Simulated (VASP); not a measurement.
# CuO (wurtzite type) (P6_3mc) in VASP: a series of runs

CuO (wurtzite type) is run at these levels: PBE; tasks: electric field gradients, density of states.

All numbers are computed with VASP 6.6.1; they aren't measurements. Logs are shortened: lines on timing, memory, paths and dates and some standing lists are left out, and cuts for length are marked.

## Step 1: The cell of the first run

Symmetry: P6_3mc, No. 186, hexagonal system. Conventional cell: a = 3.148 Å, b = 3.148 Å, c = 5.386 Å, α = 90.00°, β = 90.00°, γ = 120.00°. Cu (site symmetry 3m) has 4 O at 1.93 to 1.97 Å within 2.6 Å. O (site symmetry 3m) has 4 Cu at 1.93 to 1.97 Å within 2.6 Å.

## Step 2: Electric field gradients, PBE

Input file INCAR:

```
PREC     = Accurate       # precision mode
ENCUT    = 520            # plane-wave cutoff, eV
EDIFF    = 1E-8           # SCF threshold, eV
ISMEAR   = -1             # smearing method
SIGMA    = 0.05           # smearing width, eV
LREAL    = False          # projectors in reciprocal space
LASPH    = True           # aspherical terms in the spheres
NELM     = 60             # most SCF steps
ALGO     = Normal         # electronic algorithm
ISIF     = 2              # what is computed and relaxed
LWAVE    = False          # write WAVECAR
LCHARG   = False          # write CHGCAR
GGA      = PE             # functional
LEFG     = True         
NBANDS   = 25             # bands
```

Input file KPOINTS:

```
Automatic mesh
0
Gamma
  13 13 7
```

Input file POSCAR:

```
CuO
1.0
    3.1479437980      0.0000000000      0.0000000000
   -1.5739718990      2.7261992987      0.0000000000
    0.0000000000      0.0000000000      5.3860353229
Cu O
2 2
Direct
    0.3333333333      0.6666666667      0.0088223458
    0.6666666667      0.3333333333      0.5088223458
    0.3333333333      0.6666666667      0.3671776542
    0.6666666667      0.3333333333      0.8671776542
```

Potentials or basis: VASP PAW PBE potentials, release 64 (Cu, O).

On the command line:

```console
$ cat potpaw_PBE.64/Cu/POTCAR potpaw_PBE.64/O/POTCAR > POTCAR
$ mpirun -np 1 vasp_std > vasp.out
```

OUTCAR:

```text
PREC = Accurate
   ENCUT = 520
   EDIFF = 1E-8
   ISMEAR = -1
   LREAL = False
   LASPH = True
   NELM = 60
   ISIF = 2
   GGA = PE

 ion  position               nearest neighbor table
   1  0.333  0.667  0.009-   3 1.93   4 1.97   4 1.97   4 1.97
   2  0.667  0.333  0.509-   4 1.93   3 1.97   3 1.97   3 1.97
   3  0.333  0.667  0.367-   1 1.93   2 1.97   2 1.97   2 1.97
   4  0.667  0.333  0.867-   2 1.93   1 1.97   1 1.97   1 1.97

  LATTYP: Found a hexagonal cell.
 ALAT       =     3.1479437980
 C/A-ratio  =     1.7109693402

  Lattice vectors:

 A1 = (   3.1479437980,   0.0000000000,   0.0000000000)
 A2 = (  -1.5739718990,   2.7261992987,   0.0000000000)
 A3 = (   0.0000000000,   0.0000000000,   5.3860353229)

Analysis of symmetry for initial positions (statically):
=====================================================================
 Subroutine PRICEL returns:
 Original cell was already a primitive cell.

 Routine SETGRP: Setting up the symmetry group for a
 hexagonal supercell.

 Subroutine GETGRP returns: Found 12 space group operations
 (whereof  6 operations were pure point group operations)
 out of a pool of 24 trial point group operations.

The static configuration has the point symmetry C_3v.
 The point group associated with its full space group is C_6v.

Analysis of symmetry for dynamics (positions and initial velocities):
=====================================================================
 Subroutine PRICEL returns:
 Original cell was already a primitive cell.

 Routine SETGRP: Setting up the symmetry group for a
 hexagonal supercell.

 Subroutine GETGRP returns: Found 12 space group operations
 (whereof  6 operations were pure point group operations)
 out of a pool of 24 trial point group operations.

The dynamic configuration has the point symmetry C_3v.
 The point group associated with its full space group is C_6v.

 Subroutine INISYM returns: Found 12 space group operations
 (whereof  6 operations are pure point group operations),
 and found     1 'primitive' translations

----------------------------------------------------------------------------------------

                                     Primitive cell

  volume of cell :      46.2225

  direct lattice vectors                    reciprocal lattice vectors
     3.147943798  0.000000000  0.000000000     0.317667679  0.183405520  0.000000000
    -1.573971899  2.726199299  0.000000000     0.000000000  0.366811040  0.000000000
     0.000000000  0.000000000  5.386035323     0.000000000  0.000000000  0.185665325

  length of vectors
     3.147943798  3.147943798  5.386035323     0.366811040  0.366811040  0.185665325

  position of ions in fractional coordinates (direct lattice)
     0.333333333  0.666666667  0.008822346
     0.666666667  0.333333333  0.508822346
     0.333333333  0.666666667  0.367177654
     0.666666667  0.333333333  0.867177654

  ion indices of the primitive-cell ions
   primitive index   ion index
                 1           1
                 2           2
                 3           3
                 4           4

----------------------------------------------------------------------------------------

 KPOINTS: Automatic mesh

Automatic generation of k-mesh.
 Grid dimensions read from file:
 generate k-points for:   13   13    7

 Generating k-lattice:

  Cartesian coordinates                     Fractional coordinates (reciprocal lattice)
     0.024435975  0.014108117  0.000000000     0.076923077  0.000000000  0.000000000
     0.000000000  0.028216234  0.000000000     0.000000000  0.076923077  0.000000000
     0.000000000  0.000000000  0.026523618     0.000000000  0.000000000  0.142857143

  Length of vectors
     0.028216234  0.028216234  0.026523618

  Shift w.r.t. Gamma in fractional coordinates (k-lattice)
     0.000000000  0.000000000  0.000000000

 Subroutine IBZKPT returns following result:
 ===========================================

 Found     84 irreducible k-points:

 Following reciprocal coordinates:
            Coordinates               Weight
  0.000000  0.000000  0.000000      1.000000
  0.076923  0.000000  0.000000      6.000000
  0.153846  0.000000  0.000000      6.000000
  0.230769  0.000000  0.000000      6.000000
  0.307692  0.000000  0.000000      6.000000
  0.384615 -0.000000  0.000000      6.000000
[... 16 lines left out ...]
  0.076923  0.000000  0.142857     12.000000
  0.153846  0.000000  0.142857     12.000000
 [... further k-points ...]
   k-points           NKPTS =     84   k-points in BZ     NKDIM =     84   number of bands    NBANDS=     25
   number of dos      NEDOS =    301   number of ions     NIONS =      4
   total plane-waves  NPLWV =  23040
   dimension x,y,z NGX =    24 NGY =   24 NGZ =   40
   dimension x,y,z NGXF=    48 NGYF=   48 NGZF=   80
   ions per type =               2   2
   NGX,Y,Z   is equivalent  to a cutoff of  12.67, 12.67, 12.35 a.u.
   NGXF,Y,Z  is equivalent  to a cutoff of  25.35, 25.35, 24.69 a.u.
 SYSTEM =  unknown system
   PREC   = accura    normal or accurate (medium, high low for compatibility)
   ISTART =      0    job   : 0-new  1-cont  2-samecut
   ICHARG =      2    charge: 1-file 2-atom 10-const
   ISPIN  =      1    spin polarized calculation?
   LNONCOLLINEAR =      F non collinear calculations
   LSORBIT =      F    spin-orbit coupling
   LASPH  =      T    aspherical Exc in radial PAW
   ENCUT  =  520.0 eV  38.22 Ry    6.18 a.u.   5.85  5.85 10.01*2*pi/ulx,y,z
   NELM   =     60;   NELMIN=  2; NELMDL= -5     # of ELM steps
   EDIFF  = 0.1E-07   stopping-criterion for ELM
   LREAL  =      F    real-space projection
   EDIFFG = 0.1E-06   stopping-criterion for IOM
   NSW    =      0    number of steps for IOM
   IBRION =     -1    ionic relax: 0-MD 1-quasi-New 2-CG
   NFREE  =      0    steps in history (QN), initial steepest desc. (CG)
   ISIF   =      2    stress and relaxation
   ISYM   =      2    0-nonsym 1-usesym 2-fastsym
   POTIM  = 0.5000    time-step for ionic-motion
   TEBEG  =    0.0;   TEEND  =   0.0 temperature during run
   PSTRESS=    0.0 pullay stress
   NELECT =      34.0000    total number of electrons
   NUPDOWN=      -1.0000    fix difference up-down
   EMIN   =  10.00;   EMAX   =-10.00  energy-range for DOS
   EFERMI =   0.00;   METHOD = LEGACY
   ISMEAR =    -1;   SIGMA  =   0.05  broadening in eV -4-tet -1-fermi 0-gaus
   EFERMI_NEDOS =   21; number of points for ismear=-14 and -15
   IALGO  =     38    algorithm
   IMIX   =      4    mixing-type and parameters
     AMIX     =   0.40;   BMIX     =  1.00
     AMIX_MAG =   1.60;   BMIX_MAG =  1.00
  volume/ion in A,a.u.               =      11.56        77.98
  Fermi-wavevector in a.u.,A,eV,Ry     =   1.477803  2.792643 29.713787  2.183902
  Thomas-Fermi vector in A             =   2.592162
   LORBIT       =      0    0 simple, 1 ext, 2 COOP (PROOUT), +10 PAW based schemes
   GGA     = PE    functional components
   LHFCALC =     F    Hartree Fock is set to
   AEXX    =    0.0000 exact exchange contribution
   IVDW    =     0    specifies the selected vdW correction
   LEPSILON=     F    determine dielectric tensor
   LRPA    =     F    only Hartree local field effects (RPA)
 non-spin polarized calculation
  energy-cutoff  :      520.00
  volume of cell :       46.22
 maximum number of plane-waves:      1275
 NGX is ok and might be reduce to    24
   NGX = 11   NGY = 11   NGZ = 21

 number of electron      33.9999986 magnetization

 Free energy of the ion-electron system (eV)
  ---------------------------------------------------
  ext. energy  EPLUGINS =         0.00000000
  ---------------------------------------------------
  free energy    TOTEN  =       -19.10995126 eV

  energy without entropy =      -19.06980863  energy(sigma->0) =      -19.08987994

 E-fermi :   4.0202     XC(G=0): -11.0478

 val. band max:        4.0165971543   @ k =   0.3077   0.0769   0.1429
 cond. band min:       4.0231809655   @ k =   0.1538   0.1538   0.4286
 fundamental gap:      0.0065838113
 Fermi energy:         4.0201712782

 k-point     1 :       0.0000    0.0000    0.0000
  band No.  band energies     occupation
      1     -14.8635      2.00000
      2     -14.2468      2.00000
      3      -2.1397      2.00000
      4      -1.0488      2.00000
      5      -0.6820      2.00000
      6      -0.6820      2.00000
[... 17 lines left out ...]
     24      18.5117      0.00000
     25      19.6558      0.00000

 k-point     2 :       0.0769    0.0000    0.0000
  band No.  band energies     occupation
      1     -14.8302      2.00000
      2     -14.2297      2.00000
      3      -2.0750      2.00000
      4      -1.0261      2.00000
      5      -0.7802      2.00000
      6      -0.6718      2.00000
[... 17 lines left out ...]
     24      18.4869      0.00000
     25      19.1250      0.00000

 k-point     3 :       0.1538    0.0000    0.0000
  band No.  band energies     occupation
      1     -14.7365      2.00000
      2     -14.1830      2.00000
      3      -1.8932      2.00000
      4      -1.0213      2.00000
      5      -0.9657      2.00000
      6      -0.6459      2.00000
[... 552 lines left out ...]
 k-point    23 :       0.0769    0.0000    0.1429
  band No.  band energies     occupation
      1     -14.8018      2.00000
      2     -14.2610      2.00000
      3      -2.0504      2.00000
      4      -1.1267      2.00000
      5      -0.7434      2.00000
      6      -0.6600      2.00000
[... 17 lines left out ...]
     24      18.4920      0.00000
     25      18.9772      0.00000

 k-point    24 :       0.1538    0.0000    0.1429
  band No.  band energies     occupation
      1     -14.7101      2.00000
      2     -14.2115      2.00000
      3      -1.8921      2.00000
      4      -1.1826      2.00000
      5      -0.8553      2.00000
      6      -0.6328      2.00000
[... 17 lines left out ...]
     24      18.0212      0.00000
     25      18.4783      0.00000

 [... further k-points ...]
[... 5 lines left out ...]
  --------------------------------------------------------------------------------------
  -------------------------------------------------------------------------------------
  Total        0.1730541      0.1730541      0.2223703     -0.0000000      0.0000000      0.0000000
  in kB        5.9984441      5.9984441      7.7078546     -0.0000000      0.0000000      0.0000000
  external PRESSURE =       6.5682476 kB  Pullay stress =       0.0000000 kB

 VOLUME and BASIS-vectors are now :
 -----------------------------------------------------------------------------
  energy-cutoff  :      520.00
  volume of cell :       46.22
      direct lattice vectors                 reciprocal lattice vectors
     3.147943798  0.000000000  0.000000000     0.317667679  0.183405520  0.000000000
    -1.573971899  2.726199299  0.000000000     0.000000000  0.366811040  0.000000000
     0.000000000  0.000000000  5.386035323     0.000000000  0.000000000  0.185665325

 POSITION                                       TOTAL-FORCE (eV/Angst)
 -----------------------------------------------------------------------------------
     -0.00000      1.81747      0.04752        -0.000000     -0.000000     -0.007995
      1.57397      0.90873      2.74054         0.000000      0.000000     -0.007995
     -0.00000      1.81747      1.97763         0.000000     -0.000000      0.007995
      1.57397      0.90873      4.67065        -0.000000      0.000000      0.007995
 -----------------------------------------------------------------------------------
    total drift:                                0.000000      0.000001     -0.000728

  FREE ENERGIE OF THE ION-ELECTRON SYSTEM (eV)
  ---------------------------------------------------
  free  energy   TOTEN  =       -19.1099512550 eV

  energy  without entropy=      -19.0698086328  energy(sigma->0) =      -19.08987994

 Electric field gradients (V/A^2)
---------------------------------------------------------------------
 ion       V_xx      V_yy      V_zz      V_xy      V_xz      V_yz
---------------------------------------------------------------------
   1       4.212     4.206    -8.418    -0.005    -0.000     0.000
   2       4.212     4.206    -8.418    -0.005     0.000    -0.000
   3       1.128     1.128    -2.256     0.000    -0.000     0.000
   4       1.128     1.128    -2.256     0.000     0.000    -0.000
---------------------------------------------------------------------

 Electric field gradients after diagonalization (V/A^2)
 (convention: |V_zz| > |V_xx| > |V_yy|)
----------------------------------------------------------------------
 ion       V_xx      V_yy      V_zz     asymmetry (V_yy - V_xx)/ V_zz
----------------------------------------------------------------------
   1       4.215     4.203    -8.418       0.001
   2       4.215     4.203    -8.418       0.001
   3       1.128     1.128    -2.256       0.000
   4       1.128     1.128    -2.256       0.000
----------------------------------------------------------------------

           NMR quadrupolar parameters

 Cq : quadrupolar parameter    Cq=e*Q*V_zz/h
 eta: asymmetry parameters     (V_yy - V_xx)/ V_zz
 Q  : nuclear electric quadrupole moment in mb (millibarn)
----------------------------------------------------------------------
 ion       Cq(MHz)       eta       Q (mb)
----------------------------------------------------------------------
   1      -0.020       0.001       1.000
   2      -0.020       0.001       1.000
   3      -0.005       0.000       1.000
   4      -0.005       0.000       1.000
----------------------------------------------------------------------
```

Run time: 40 s. Hardware: 1 thread of Intel Xeon 6975P-C (Granite Rapids), shared host; peak memory 0.21 GiB.

Results:

```
Free energy            : -19.1100 eV
Pressure               : 0.7 GPa
Largest force          : 0.008 eV/Å
Band gap on the k mesh : zero (band 17 reaches 4.79 eV, above the bottom of band 18 at 3.54 eV)
```

Forces in eV/Å, atoms in the order of the input:
```
Cu   0.000  0.000 -0.008
Cu   0.000  0.000 -0.008
O    0.000  0.000  0.008
O    0.000  0.000  0.008
```

Levels at points of the mesh, in eV from the Fermi level:
```csv
k point,band 13,band 14,band 15,band 16,band 17,band 18,band 19,band 20,band 21,band 22
"(0.00, 0.00, 0.00)",-1.90,-0.13,-0.13,0.66,0.77,0.77,1.13,6.16,7.75,13.86
```

Electric field gradients, principal values (V/Å²):
| atom | least | middle | greatest (by size) |
| --- | --- | --- | --- |
| 1 Cu | 4.203 | 4.215 | -8.418 |
| 2 Cu | 4.203 | 4.215 | -8.418 |
| 3 O | 1.128 | 1.128 | -2.256 |
| 4 O | 1.128 | 1.128 | -2.256 |

Caveat: without QUAD_EFG the Cq values of the log hold for a quadrupole moment of 1 mb, not for the nuclei; semilocal functionals often make such compounds metallic where correlation or magnetic order opens a gap, which also shifts bond lengths. With open d or f shells a metallic result of PBE can be an artefact of self-interaction; +U or a hybrid may open a gap.

[end of part 1 of 2]
